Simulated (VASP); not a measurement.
Here is a VASP 6.6.1 calculation.

The input INCAR:

```
PREC = Accurate ; ENCUT = 500
EDIFF = 1E-7 ; ISMEAR = 0
SIGMA = 0.1 ; LREAL = F
LASPH = T ; NELM = 120
ALGO = Normal ; ISIF = 3
LWAVE = F ; LCHARG = F
IBRION = 2 ; NSW = 100
EDIFFG = -0.002 ; GGA_COMPAT = F
NELMIN = 4
```

File KPOINTS:

```
Automatic mesh
0
Gamma
  10 8 6
```

Contents of POSCAR:

```
Pt2SeS3
1.0
   -1.8005073532     -3.1185702093      0.0000000000
    0.0010045992     -0.0005800056      4.6235091548
   -5.4103663749      3.1236764887     -0.0012739043
Pt Se S
2 1 3
Direct
    0.5000000000      0.0033795494      0.4963389137
    0.0000000000      0.0060507011      0.0038091876
    0.5000000000      0.7205356318      0.8344529997
    0.0000000000      0.7525440594      0.3315026438
    0.5000000000      0.2673673088      0.1664135345
    0.0000000000      0.2501227495      0.6674827207
```

Potentials or basis: VASP PAW LDA potentials, release 64 (Pt, Se, S).

Run with:

```bash
$ cat potpaw_LDA.64/Pt/POTCAR potpaw_LDA.64/Se/POTCAR potpaw_LDA.64/S/POTCAR > POTCAR
$ mpirun -np 1 vasp_std > vasp.out
```

(1) Estimate the relaxed volume.

(2) Estimate the band gap on the k mesh.

Answers

(1) 17.30 Å³/atom.

(2) zero (bands 22 and 23 overlap by 0.45 eV).

Caveat: spin-orbit coupling is left out, which moves the levels of the heavy elements.
